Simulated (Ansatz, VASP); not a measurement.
## One calculation of SiO2, two programs

```xyz
12
Lattice="4.9329 0.0000 0.0000 0.0000 4.9329 0.0000 0.0000 0.0000 6.4645" Properties=species:S:1:pos:R:3 pbc="T T T"
Si    4.0297    4.0297    3.2323
Si    3.3697    1.5632    1.6161
Si    0.9032    0.9032    0.0000
Si    1.5632    3.3697    4.8484
O     1.3282    1.7939    5.1715
O     0.6725    3.7947    3.5554
O     3.6047    3.1390    1.9393
O     4.2604    1.1382    0.3231
O     3.7947    0.6725    2.9091
O     3.1390    3.6047    4.5252
O     1.1382    4.2604    6.1414
O     1.7939    1.3282    1.2930
```

Alike in both runs: functional PBE; k mesh 4 × 4 × 3; occupations fermi-dirac, width 0.02 eV; no spin polarisation.

Ansatz relaxed the structure, and its values are those at the end. VASP's run is a single point on that final structure, the one shown.

|  | VASP | Ansatz |
| --- | --- | --- |
| version | VASP 6.6.1 | Ansatz 0.2.0 |
| potentials or method | VASP PAW PBE potentials, release 64 (Si, O) | plane-wave PAW, scalar-relativistic |
| plane-wave cutoff (eV) | 520 | 420 |
| valence electrons in the cell | 64 | 64 |

|  | VASP | Ansatz | Ansatz less VASP |
| --- | --- | --- | --- |
| gap on the k mesh at the Fermi level (eV) | 5.66 | 5.65 | -0.001 |
| pressure (GPa) | 2.9 | 2.7 | -0.18 |
| rms of the force components (eV/Å) | 0.010 | 0.005 | -0.0052 |

Ansatz's warnings: stress scf threshold loose.
